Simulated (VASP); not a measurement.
# Pd (Im-3m) in VASP: a series of runs

Runs on Pd. Level: r2SCAN. Tasks: relaxation of cell and atoms, single point.

All numbers are computed with VASP 6.6.1; they aren't measurements. Logs are shortened: lines on timing, memory, paths and dates and some standing lists are left out, and cuts for length are marked.

## 1. The cell of the first run

It takes space group Im-3m (No. 229, cubic). The conventional cell has a = 3.087 Å, b = 3.087 Å, c = 3.087 Å, α = 90.00°, β = 90.00°, γ = 90.00°. Pd (site symmetry m-3m) has 14 Pd at 2.67 to 3.09 Å within 3.5 Å.

This isn't the form of Pd at room conditions, which is fcc.

## 2. Relaxation of cell and atoms, r2SCAN, collinear spin

Input file POSCAR:

```
Pd
1.0
    3.0873363060      0.0000000000      0.0000000000
    0.0000000000      3.0873363060      0.0000000000
    0.0000000000      0.0000000000      3.0873363060
Pd
2
Direct
    0.0000000000      0.0000000000      0.0000000000
    0.5000000000      0.5000000000      0.5000000000
```

Input file INCAR.step1:

```
SYSTEM = Pd
ALGO     = Normal         ! electronic algorithm
EDIFF    = 1E-4           ! SCF threshold, eV
ENCUT    = 600            ! plane-wave cutoff, eV
GGA      = PE             ! functional
ISMEAR   = -1             ! smearing method
ISPIN    = 2              ! spin polarisation
LASPH    = .True.         ! aspherical terms in the spheres
LCHARG   = .False.        ! write CHGCAR
LMAXMIX  = 4              ! l up to which the mixer works
LREAL    = .False.        ! projectors in reciprocal space
LWAVE    = .True.         ! write WAVECAR
MAGMOM   = 0.5 -0.5       ! initial moments
NELM     = 150            ! most SCF steps
PREC     = Accurate       ! precision mode
SIGMA    = 0.05           ! smearing width, eV
```

Input file INCAR.step2:

```
SYSTEM = Pd
ALGO     = Normal         ! electronic algorithm
EDIFF    = 1E-6           ! SCF threshold, eV
EDIFFG   = -0.01          ! ionic threshold
ENCUT    = 600            ! plane-wave cutoff, eV
IBRION   = 2              ! ionic algorithm
ISIF     = 3              ! what is computed and relaxed
ISMEAR   = -1             ! smearing method
ISPIN    = 2              ! spin polarisation
ISTART   = 1            
LASPH    = .True.         ! aspherical terms in the spheres
LCHARG   = .False.        ! write CHGCAR
LMAXMIX  = 4              ! l up to which the mixer works
LMIXTAU  = .True.       
LORBIT   = 11             ! projections on sites
LREAL    = .False.        ! projectors in reciprocal space
LWAVE    = .False.        ! write WAVECAR
MAGMOM   = 0.5 -0.5       ! initial moments
METAGGA  = R2SCAN         ! meta-GGA
NELM     = 150            ! most SCF steps
NSW      = 80             ! ionic steps
PREC     = Accurate       ! precision mode
SIGMA    = 0.05           ! smearing width, eV
```

Input file KPOINTS:

```
k-points
0
Gamma
  10 10 10
  0 0 0
```

Potentials or basis: VASP PAW PBE potentials, release 64 (Pd).

The run is started by

```bash
$ cat potpaw_PBE.64/Pd/POTCAR > POTCAR
$ cp INCAR.step1 INCAR
$ mpirun -np 1 vasp_std > vasp.out
$ cp INCAR.step2 INCAR
$ mpirun -np 1 vasp_std > vasp.out
```

OUTCAR:

```text
SYSTEM = Pd
   EDIFF = 1E-6
   EDIFFG = -0.01
   ENCUT = 600
   IBRION = 2
   ISIF = 3
   ISMEAR = -1
   ISPIN = 2
   ISTART = 1
   LASPH = .True.
   LORBIT = 11
   LREAL = .False.
   METAGGA = R2SCAN
   NELM = 150
   NSW = 80
   PREC = Accurate

 ion  position               nearest neighbor table
   1  0.000  0.000  0.000-   2 2.67   2 2.67   2 2.67   2 2.67   2 2.67   2 2.67   2 2.67   2 2.67

   2  0.500  0.500  0.500-   1 2.67   1 2.67   1 2.67   1 2.67   1 2.67   1 2.67   1 2.67   1 2.67

  LATTYP: Found a simple cubic cell.
 ALAT       =     3.0873363060

  Lattice vectors:

 A1 = (   3.0873363060,   0.0000000000,   0.0000000000)
 A2 = (   0.0000000000,   3.0873363060,   0.0000000000)
 A3 = (   0.0000000000,   0.0000000000,   3.0873363060)

Analysis of symmetry for initial positions (statically):
=====================================================================
 Subroutine PRICEL returns following result:

  LATTYP: Found a body centered cubic cell.
 ALAT       =     3.0873363060
[... 12 lines left out ...]
 Subroutine GETGRP returns: Found 48 space group operations
 (whereof 48 operations were pure point group operations)
 out of a pool of 48 trial point group operations.

The static configuration has the point symmetry O_h .

Analysis of symmetry for dynamics (positions and initial velocities):
=====================================================================
 Subroutine PRICEL returns following result:

  LATTYP: Found a body centered cubic cell.
 ALAT       =     3.0873363060
[... 12 lines left out ...]
 Subroutine GETGRP returns: Found 48 space group operations
 (whereof 48 operations were pure point group operations)
 out of a pool of 48 trial point group operations.

The dynamic configuration has the point symmetry O_h .

Analysis of structural, dynamic, and magnetic symmetry:
=====================================================================
 Subroutine PRICEL returns following result:

  LATTYP: Found a body centered cubic cell.
 ALAT       =     3.0873363060
[... 12 lines left out ...]
 Subroutine GETGRP returns: Found 48 space group operations
 (whereof 48 operations were pure point group operations)
 out of a pool of 48 trial point group operations.

The overall configuration has the point symmetry O_h .

 Subroutine INISYM returns: Found 48 space group operations
 (whereof 48 operations are pure point group operations),
 and found     2 'primitive' translations

----------------------------------------------------------------------------------------

                                     Primitive cell

  volume of cell :      14.7137

  direct lattice vectors                    reciprocal lattice vectors
     1.543668153  1.543668153 -1.543668153     0.323903813  0.323903813  0.000000000
    -1.543668153  1.543668153  1.543668153    -0.000000000  0.323903813  0.323903813
     1.543668153 -1.543668153  1.543668153     0.323903813  0.000000000  0.323903813

[... 121 lines left out ...]

 number of electron      20.0000005 magnetization      -0.0000000

 number of electron      20.0000005 magnetization       0.0000000

 Free energy of the ion-electron system (eV)
  ---------------------------------------------------
  ext. energy  EPLUGINS =         0.00000000
  ---------------------------------------------------
  free energy    TOTEN  =       -45.80404472 eV

  energy without entropy =      -45.78680077  energy(sigma->0) =      -45.79542274

------------------------ aborting loop because EDIFF is reached ----------------------------------------

  FORCE on cell =-STRESS in cart. coord.  units (eV):
  Direction    XX          YY          ZZ          XY          YZ          ZX
  --------------------------------------------------------------------------------------
  -------------------------------------------------------------------------------------
  Total        0.8777118      0.8777118      0.8777118     -0.0000000     -0.0000000     -0.0000000
  in kB       47.7871044     47.7871044     47.7871044     -0.0000000     -0.0000000     -0.0000000
  external PRESSURE =      47.7871044 kB  Pullay stress =       0.0000000 kB
[... 63 lines left out ...]
 number of electron      20.0000006 magnetization       0.0000000

 number of electron      20.0000006 magnetization      -0.0000000

 Free energy of the ion-electron system (eV)
  ---------------------------------------------------
  ext. energy  EPLUGINS =         0.00000000
  ---------------------------------------------------
  free energy    TOTEN  =       -45.81453713 eV

  energy without entropy =      -45.79613829  energy(sigma->0) =      -45.80533771

 E-fermi :   9.2303     XC(G=0): -13.9536

 val. band max:        9.1341795912   @ k =   0.3000   0.1000   0.1000
 cond. band min:       9.2363420682   @ k =   0.1000   0.0000   0.0000
 fundamental gap:      0.1021624770
 Fermi energy:         9.2303180044

 spin component 1

 k-point     1 :       0.0000    0.0000    0.0000
  band No.  band energies     occupation
      1       2.2474      1.00000
      2       3.9920      1.00000
      3       3.9920      1.00000
      4       6.2890      1.00000
      5       6.2890      1.00000
      6       6.2890      1.00000
      7       8.2262      1.00000
      8       8.2262      1.00000
      9       9.4607      0.00988
     10       9.4607      0.00988
     11       9.4607      0.00988
     12      18.9715      0.00000
     13      18.9715      0.00000
     14      18.9715      0.00000
[... 379 lines left out ...]
      3       5.0643      1.00000
      4       6.0781      1.00000
      5       6.1197      1.00000
      6       7.0976      1.00000
      7       7.5409      1.00000
      8       7.6245      1.00000
      9       8.1150      1.00000
     10       8.5590      1.00000
     11       9.1342      0.87245
     12      14.1957      0.00000
     13      21.0048      0.00000
     14      21.3934      0.00000

 [... further k-points ...]

 spin component 2

 k-point     1 :       0.0000    0.0000    0.0000
  band No.  band energies     occupation
      1       2.2474      1.00000
      2       3.9920      1.00000
      3       3.9920      1.00000
      4       6.2890      1.00000
      5       6.2890      1.00000
      6       6.2890      1.00000
      7       8.2262      1.00000
      8       8.2262      1.00000
      9       9.4607      0.00988
     10       9.4607      0.00988
     11       9.4607      0.00988
     12      18.9715      0.00000
     13      18.9715      0.00000
     14      18.9715      0.00000
[... 420 lines left out ...]
  FREE ENERGIE OF THE ION-ELECTRON SYSTEM (eV)
  ---------------------------------------------------
  free  energy   TOTEN  =       -45.8145371336 eV

  energy  without entropy=      -45.7961382886  energy(sigma->0) =      -45.80533771

 reached required accuracy - stopping structural energy minimisation

 total charge

# of ion       s       p       d       tot
------------------------------------------
    1        0.504   0.431   8.511   9.446
    2        0.504   0.431   8.511   9.446
--------------------------------------------------
tot          1.008   0.861  17.022  18.891

 magnetization (x)

# of ion       s       p       d       tot
------------------------------------------
    1       -0.000   0.000  -0.000  -0.000
    2        0.000  -0.000   0.000   0.000
--------------------------------------------------
tot          0.000   0.000   0.000   0.000
```

OSZICAR.step1:

```text
N       E                     dE             d eps       ncg     rms          rms(c)
DAV:   1     0.123486261157E+03    0.12349E+03   -0.11225E+04  3136   0.155E+03
DAV:   2    -0.893272901927E+01   -0.13242E+03   -0.12654E+03  3370   0.311E+02
DAV:   3    -0.108024369109E+02   -0.18697E+01   -0.18546E+01  3658   0.423E+01
DAV:   4    -0.108142145318E+02   -0.11778E-01   -0.11777E-01  3406   0.322E+00
DAV:   5    -0.108143991872E+02   -0.18466E-03   -0.18466E-03  3592   0.439E-01    0.112E+01
DAV:   6    -0.103497627868E+02    0.46464E+00   -0.14328E+00  3208   0.132E+01    0.541E+00
DAV:   7    -0.103243478343E+02    0.25415E-01   -0.26374E-02  3502   0.158E+00    0.275E+00
DAV:   8    -0.103176829262E+02    0.66649E-02   -0.49672E-03  3316   0.703E-01    0.846E-01
DAV:   9    -0.103167277428E+02    0.95518E-03   -0.41136E-04  3334   0.239E-01    0.636E-02
DAV:  10    -0.103167321755E+02   -0.44327E-05   -0.69612E-05  1778   0.876E-02
   1 F= -.10316732E+02 E0= -.10307122E+02  d E =-.192205E-01  mag=    -0.0000
```

Run time: 4.8 min. Hardware: 1 thread of Intel Xeon Platinum 8488C (Sapphire Rapids), shared host; peak memory 0.22 GiB.

What came out:

| Quantity | Value |
| --- | --- |
| Free energy | -45.8145 eV |
| Relaxed volume | 15.08 Å³/atom |
| Relaxed cell | a = 3.113 Å, b = 3.113 Å, c = 3.113 Å, α = 90.00°, β = 90.00°, γ = 90.00° |
| Space group after relaxing (to 0.1 Å) | Im-3m (No. 229) |
| Energy gained by relaxing | 5.2 meV/atom |
| Ionic steps | 3 |
| Pressure after relaxing | 0.0 GPa |
| Band gap on the k mesh | zero (filled and empty bands overlap) |
| Net moment | 0.00 μB per cell |
| Valence electrons inside the program's atomic spheres | Pd 9.45 |

Step by step:
```
step  energy change (eV)  largest force (eV/Å)  pressure (GPa)  volume (Å³)
   1              0.0000                0.0000            4.78        29.43
   2              0.0138                0.0000           -6.40        31.34
   3             -0.0105                0.0000            0.02        30.17
```

Final structure:
```
CELL_PARAMETERS angstrom
3.11298 0.00000 0.00000
0.00000 3.11298 0.00000
0.00000 0.00000 3.11298
ATOMIC_POSITIONS crystal
Pd 0.00000 0.00000 0.00000
Pd 0.50000 0.50000 0.50000
```

Caveat: the PAW data sets were made with another functional, which shifts forces and pressure a little.

## 3. Single point, r2SCAN, collinear spin

This run uses another cell than the first one: it holds 1 atom, not 2.

Input file POSCAR:

```
Pd
1.0
   -1.5552217449      1.5552217449      1.5552217449
    1.5552217449     -1.5552217449      1.5552217449
    1.5552217449      1.5552217449     -1.5552217449
Pd
1
Direct
    0.0000000000      0.0000000000      0.0000000000
```

Input file INCAR.step1:

```
SYSTEM = Pd
PREC = Accurate
ENCUT = 520
ISMEAR = -1
SIGMA = 0.05
LREAL = .False.
LASPH = .True.
NELM = 150
ISPIN = 2
MAGMOM = 0.5
LMAXMIX = 4
NBANDS = 15
GGA = PE
ALGO = Normal
EDIFF = 1E-4
LWAVE = .True.
LCHARG = .False.
```

Input file INCAR.step2:

```
SYSTEM = Pd
PREC = Accurate
ENCUT = 520
EDIFF = 1E-6
ISMEAR = -1
SIGMA = 0.05
LREAL = .False.
LASPH = .True.
NELM = 150
ALGO = Normal
ISIF = 2
LWAVE = .False.
LCHARG = .True.
ISPIN = 2
MAGMOM = 0.5
LORBIT = 11
LMAXMIX = 4
METAGGA = R2SCAN
LMIXTAU = .True.
LELF = .True.
LVHAR = .True.
NBANDS = 15
ISTART = 1
```

Input file KPOINTS:

```
Automatic mesh
0
Gamma
  14 14 14
  0 0 0
```

Potentials or basis: VASP PAW PBE potentials, release 64 (Pd).

The run is started by

```bash
$ cat potpaw_PBE.64/Pd/POTCAR > POTCAR
$ cp INCAR.step1 INCAR
$ mpirun -np 1 vasp_std > vasp.out
$ cp INCAR.step2 INCAR
$ mpirun -np 1 vasp_std > vasp.out
```

OUTCAR:

```text
SYSTEM = Pd
   PREC = Accurate
   ENCUT = 520
   EDIFF = 1E-6
   ISMEAR = -1
   LREAL = .False.
   LASPH = .True.
   NELM = 150
   ISIF = 2
   ISPIN = 2
   LORBIT = 11
   METAGGA = R2SCAN
   ISTART = 1

 ion  position               nearest neighbor table
   1  0.000  0.000  0.000-

  LATTYP: Found a body centered cubic cell.
 ALAT       =     3.1104434898

  Lattice vectors:

 A1 = (  -1.5552217449,   1.5552217449,   1.5552217449)
 A2 = (   1.5552217449,  -1.5552217449,   1.5552217449)
 A3 = (   1.5552217449,   1.5552217449,  -1.5552217449)

Analysis of symmetry for initial positions (statically):
=====================================================================
 Subroutine PRICEL returns:
 Original cell was already a primitive cell.

 Routine SETGRP: Setting up the symmetry group for a
 body centered cubic supercell.

 Subroutine GETGRP returns: Found 48 space group operations
 (whereof 48 operations were pure point group operations)
 out of a pool of 48 trial point group operations.

The static configuration has the point symmetry O_h .

Analysis of symmetry for dynamics (positions and initial velocities):
=====================================================================
 Subroutine PRICEL returns:
[... 624 lines left out ...]
     10      31.9663      0.00000
     11      38.1795      0.00000
     12      38.1795      0.00000
     13      39.4736      0.00000
     14      39.4736      0.00000
[... 403 lines left out ...]
      4       8.3773      1.00000
      5       8.6470      1.00000
      6      16.3083      0.00000
      7      17.7230      0.00000
      8      19.2843      0.00000
      9      27.5672      0.00000
     10      31.9986      0.00000
     11      34.0324      0.00000
     12      34.8659      0.00000
     13      43.0881      0.00000
     14      43.1431      0.00000
     15      43.7279      0.00000

 [... further k-points ...]
[... 5 lines left out ...]
  --------------------------------------------------------------------------------------
  -------------------------------------------------------------------------------------
  Total        0.0608332      0.0608332      0.0608332      0.0000000     -0.0000000      0.0000000
  in kB        6.4776028      6.4776028      6.4776028      0.0000000     -0.0000000      0.0000000
  external PRESSURE =       6.4776028 kB  Pullay stress =       0.0000000 kB

 VOLUME and BASIS-vectors are now :
 -----------------------------------------------------------------------------
  energy-cutoff  :      520.00
  volume of cell :       15.05
      direct lattice vectors                 reciprocal lattice vectors
    -1.555221745  1.555221745  1.555221745     0.000000000  0.321497562  0.321497562
     1.555221745 -1.555221745  1.555221745     0.321497562  0.000000000  0.321497562
     1.555221745  1.555221745 -1.555221745     0.321497562  0.321497562  0.000000000

 POSITION                                       TOTAL-FORCE (eV/Angst)
 -----------------------------------------------------------------------------------
      0.00000      0.00000      0.00000         0.000000     -0.000000      0.000000
 -----------------------------------------------------------------------------------
    total drift:                               -0.000000     -0.000000      0.000000

  FREE ENERGIE OF THE ION-ELECTRON SYSTEM (eV)
  ---------------------------------------------------
  free  energy   TOTEN  =       -22.9044690401 eV

  energy  without entropy=      -22.8930464709  energy(sigma->0) =      -22.89875776

 total charge

# of ion       s       p       d       tot
------------------------------------------
    1        0.501   0.431   8.519   9.451

 magnetization (x)

# of ion       s       p       d       tot
------------------------------------------
    1       -0.000  -0.000  -0.000  -0.000
```

OSZICAR.step1:

```text
N       E                     dE             d eps       ncg     rms          rms(c)
DAV:   1     0.468877004883E+02    0.46888E+02   -0.45481E+03  6280   0.590E+02
DAV:   2    -0.462393881312E+01   -0.51512E+02   -0.49189E+02  7857   0.160E+02
DAV:   3    -0.540361992317E+01   -0.77968E+00   -0.77815E+00  8417   0.196E+01
DAV:   4    -0.540587667688E+01   -0.22568E-02   -0.22566E-02  7346   0.111E+00
DAV:   5    -0.540589224050E+01   -0.15564E-04   -0.15563E-04  8368   0.817E-02    0.737E+00
DAV:   6    -0.517960314937E+01    0.22629E+00   -0.90062E-01  9061   0.596E+00    0.363E+00
DAV:   7    -0.517118644654E+01    0.84167E-02   -0.11409E-02  8130   0.637E-01    0.194E+00
DAV:   8    -0.516781904850E+01    0.33674E-02   -0.12324E-03  8802   0.205E-01    0.616E-01
DAV:   9    -0.516790717097E+01   -0.88122E-04   -0.14696E-04  7673   0.801E-02
   1 F= -.51679072E+01 E0= -.51617956E+01  d E =-.122232E-01  mag=    -0.0046
```

It took 87 s on 1 thread of AMD EPYC 9R45 (Zen 5), shared host; peak memory 0.13 GiB.

What came out:

```yaml
Free_energy: -22.9045 eV
Pressure: 0.6 GPa
Band_gap_on_the_k_mesh: zero (filled and empty bands overlap)
Net_moment: 0.00 μB per cell
Valence_electrons_inside_the_program's_atomic_spheres: Pd 9.45
```

Levels at points of the mesh, in eV from the Fermi level:
Spin up:
| k point | band 1 | band 2 | band 3 | band 4 | band 5 | band 6 | band 7 | band 8 | band 9 | band 10 |
| --- | --- | --- | --- | --- | --- | --- | --- | --- | --- | --- |
| (0.00, 0.00, 0.00) | -7.02 | -2.96 | -2.96 | -2.96 | -1.01 | -1.01 | 20.31 | 20.31 | 20.31 | 22.67 |
| (0.50, 0.00, 0.00) | -5.29 | -4.16 | -1.07 | -0.78 | 0.61 | 1.71 | 8.20 | 15.89 | 18.56 | 22.65 |
| (0.50, 0.50, 0.50) | -5.27 | -5.27 | 0.23 | 0.23 | 0.23 | 9.74 | 9.74 | 9.74 | 18.19 | 18.19 |
Spin down:
| k point | band 3 | band 4 | band 5 | band 6 | band 7 | band 8 |
| --- | --- | --- | --- | --- | --- | --- |
| (0.00, 0.00, 0.00) | -2.96 | -2.96 | -1.01 | -1.01 | 20.31 | 20.31 |
| (0.50, 0.00, 0.00) | -1.07 | -0.78 | 0.61 | 1.71 | 8.20 | 15.89 |
| (0.50, 0.50, 0.50) | 0.23 | 0.23 | 0.23 | 9.74 | 9.74 | 9.74 |

Caveat: the PAW data sets were made with another functional, which shifts forces and pressure a little.

[end of part 1 of 2]

The gap in the log of VASP goes by the Fermi energy; the results here count the filled bands.